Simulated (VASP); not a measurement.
# In: single point with BLYP

Crystal: In.

```
In
1.0
     0.00000    3.49752    3.49752
     3.49752    0.00000    3.49752
     3.49752    3.49752    0.00000
In
2
Direct
  0.12500 0.12500 0.12500
  0.87500 0.87500 0.87500
```

This isn't the form of In at room conditions, which is tetragonal.

```yaml
Program: VASP 6.6.1
Task: single point
Functional: BLYP
Potentials_or_basis: VASP PAW PBE potentials, release 64 (In_d)
Cutoff: 520 eV
k_mesh: 9 × 9 × 9
Occupations: fermi-dirac, width 0.1 eV
Spin: no spin polarisation
Dipole_correction: no
Further_INCAR_settings: ALGO = Normal; EDIFF = 1e-06; NBANDS = 20
```

```yaml
Pressure: -0.1 GPa
Band_gap_on_the_k_mesh: zero (bands 13 and 14 overlap by 2.50 eV)
```

Levels at points of the mesh, in eV from the Fermi level:
```csv
k point,band 11,band 12,band 13,band 14,band 15,band 16
"(0.00, 0.00, 0.00)",-7.43,0.79,1.93,1.93,1.93,3.59
```

It took 100 s on 1 thread of Intel Xeon 8259CL, on a shared host, peak memory 0.25 GiB.

Caveat: the PAW data sets were made with another functional, which shifts forces and pressure a little; spin-orbit coupling is left out, which moves the levels of the heavy elements.
